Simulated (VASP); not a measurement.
Set up this calculation in VASP 6.6.1, as the native input.

```yaml
Task: single point
Functional: PBEsol
Potentials_or_basis: VASP PAW PBE potentials, release 64 (Zr_sv, Tl_d)
Cutoff: 520 eV
k_mesh: 8 × 8 × 8
Occupations: gaussian, width 0.05 eV
Spin: no spin polarisation
Dipole_correction: no
Further_INCAR_settings: ALGO = Normal; EDIFF = 1e-06; NBANDS = 26
```

The structure of ZrTl2 lies in POSCAR:

```
ZrTl2
1.0
    5.0896364273      0.0000000000      0.0000000000
   -2.5448182137      4.4077544421      0.0000000000
    0.0000000000      0.0000000000      3.0742484236
Zr Tl
1 2
Direct
    0.0000000000      0.0000000000      0.0000000000
    0.3333333333      0.6666666667      0.5000000000
    0.6666666667      0.3333333333      0.5000000000
```

This cell differs from its parent crystal: volume scaled by 0.980.

The input as run:

INCAR

```
  ALGO = Normal
  EDIFF = 1E-6
  ENCUT = 520
  GGA = PS
  ISIF = 2
  ISMEAR = 0
  LASPH = True
  LCHARG = True
  LELF = True
  LREAL = False
  LVHAR = True
  LWAVE = False
  NBANDS = 26
  NELM = 100
  PREC = Accurate
  SIGMA = 0.05
```

KPOINTS

```
k-points
0
Gamma
  8 8 8
```

Potentials or basis: VASP PAW PBE potentials, release 64 (Zr_sv, Tl_d).

Command:

```console
$ cat potpaw_PBE.64/Zr_sv/POTCAR potpaw_PBE.64/Tl_d/POTCAR > POTCAR
$ mpirun -np 1 vasp_std > vasp.out
```

Results of the run:

```yaml
Pressure: 1.6 GPa
Band_gap_on_the_k_mesh: zero (band 19 reaches 9.52 eV, above the bottom of band 20 at 8.69 eV)
```

Caveat: the PAW data sets were made with another functional, which shifts forces and pressure a little; spin-orbit coupling is left out, which moves the levels of the heavy elements.

Wall time 2.5 min on 1 thread of Oxide Virtual Turin-like Processor (shared host), peak memory 0.2 GiB.
